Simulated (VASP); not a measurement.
Here is a VASP 6.6.1 calculation.

The input POSCAR:

```
HfN
1.0
    0.0218370730      2.2307089330      2.2977340647
    2.3342972217     -0.0266385746      2.3462097123
    2.3075095078      2.2523968667      0.0001491393
Hf N
1 1
Direct
    0.4674645752      0.5370302488      0.5140302699
    0.0325354248     -0.0370302488     -0.0140302699
```

INCAR.step1

```
SYSTEM = HfN
PREC = Accurate
ENCUT = 520
ISMEAR = 0
SIGMA = 0.05
LREAL = .FALSE.
LASPH = .TRUE.
NELM = 100
NBANDS = 14
GGA = PE
ALGO = Normal
EDIFF = 1E-4
LWAVE = .TRUE.
LCHARG = .FALSE.
```

Contents of INCAR.step2:

```
SYSTEM = HfN
PREC = Accurate
ENCUT = 520
EDIFF = 1E-6
ISMEAR = 0
SIGMA = 0.05
LREAL = .FALSE.
LASPH = .TRUE.
NELM = 100
ALGO = Normal
ISIF = 2
LWAVE = .FALSE.
LCHARG = .FALSE.
METAGGA = R2SCAN
LMIXTAU = .TRUE.
NBANDS = 14
ISTART = 1
```

The input KPOINTS:

```
regular mesh
0
G
  12 12 12
  0 0 0
```

Potentials or basis: VASP PAW PBE potentials, release 64 (Hf_pv, N).

The run is started by

```sh
$ cat potpaw_PBE.64/Hf_pv/POTCAR potpaw_PBE.64/N/POTCAR > POTCAR
$ cp INCAR.step1 INCAR
$ mpirun -np 1 vasp_std > vasp.out
$ cp INCAR.step2 INCAR
$ mpirun -np 1 vasp_std > vasp.out
```

Question: What does it give for the largest force?

Answer: 2.471 eV/Å.

Question: Predict the pressure.

Answer: -5.7 GPa.

Stress tensor (GPa, compression positive):
```
  2.17   0.95  -2.61
  0.95  -3.08   2.62
 -2.61   2.62 -16.34
```

Caveat: the cell differs from its parent crystal (atoms moved at random and the cell strained at random); the PAW data sets were made with another functional, which shifts forces and pressure a little.
